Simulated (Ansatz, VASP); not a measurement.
PtF3: VASP beside Ansatz

```
Pt F
1.0
     3.58241    0.00000    0.00000
     0.00000    3.58241    0.00000
     0.00000    0.00000    3.58241
Pt F
1 3
Direct
  0.00000 0.00000 0.00000
  0.00000 0.50000 0.50000
  0.50000 0.00000 0.50000
  0.50000 0.50000 0.00000
```

Alike in both runs: task relaxation of cell and atoms; functional PBE; k mesh 6 × 6 × 6; occupations gaussian, width 0.1 eV; collinear spin.

|  | VASP | Ansatz |
| --- | --- | --- |
| version | VASP 6.6.1 | Ansatz 0.2.0 |
| potentials or method | VASP PAW PBE potentials, release 64 (Pt, F), cutoff 600 eV | scalar-relativistic, plane waves, PAW |
| valence electrons in the cell | 31 | 39 |

|  | VASP | Ansatz | Ansatz less VASP |
| --- | --- | --- | --- |
| gap on the k mesh at the Fermi level, each at its own relaxed structure (eV) | none | none | - |
| net moment per atom (μB) | 0.70 | 0.72 | +0.025 |
| size of the moment on the site where the two differ most (μB) | 1.76 | 1.70 | -0.058 |
| relaxed volume (Å³/atom) | 10.68 | 10.78 | +0.096 |
| relaxed cell length with the largest relative difference (Å) | 3.496 | 3.506 | +0.0105 |

Site moments also hang on the region over which each program counts them. A gap of «none» marks a metal or a gap that the smearing closes. VASP's potentials hold 31 valence electrons a cell and Ansatz's 39, so a difference there can come from the potentials and not from the codes.

Neither program's run includes spin-orbit coupling.
